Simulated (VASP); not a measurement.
Here is a VASP 6.6.1 calculation.

The input INCAR:

```
PREC = Accurate
ENCUT = 520
EDIFF = 1E-6
ISMEAR = 0
SIGMA = 0.02
LREAL = False
LASPH = True
NELM = 60
ALGO = Normal
ISIF = 2
LWAVE = False
LCHARG = False
GGA = PE
NBANDS = 35
```

File KPOINTS:

```
regular mesh
0
Gamma
  6 6 6
```

POSCAR

```
PbO2
1.0
    0.0000000000      3.9959444148      3.9959444148
    3.9959444148      0.0000000000      3.9959444148
    3.9959444148      3.9959444148      0.0000000000
Pb O
2 4
Direct
    0.5000000000      0.5000000000      0.5000000000
    0.7500000000      0.7500000000      0.7500000000
    0.6250000000      0.6250000000      0.6250000000
    0.1250000000      0.6250000000      0.6250000000
    0.6250000000      0.6250000000      0.1250000000
    0.6250000000      0.1250000000      0.6250000000
```

Potentials or basis: VASP PAW PBE potentials, release 64 (Pb_d, O).

Launch:

```console
$ cat potpaw_PBE.64/Pb_d/POTCAR potpaw_PBE.64/O/POTCAR > POTCAR
$ mpirun -np 1 vasp_std > vasp.out
```

Predict the pressure.

80.5 GPa.

What does it give for the band gap on the k mesh?

1.93 eV.

Caveat: the cell differs from its parent crystal (Si replaced by Pb, lengths x 1.086, strained); the cell stands under pressure; spin-orbit coupling is left out, which moves the levels of the heavy elements.
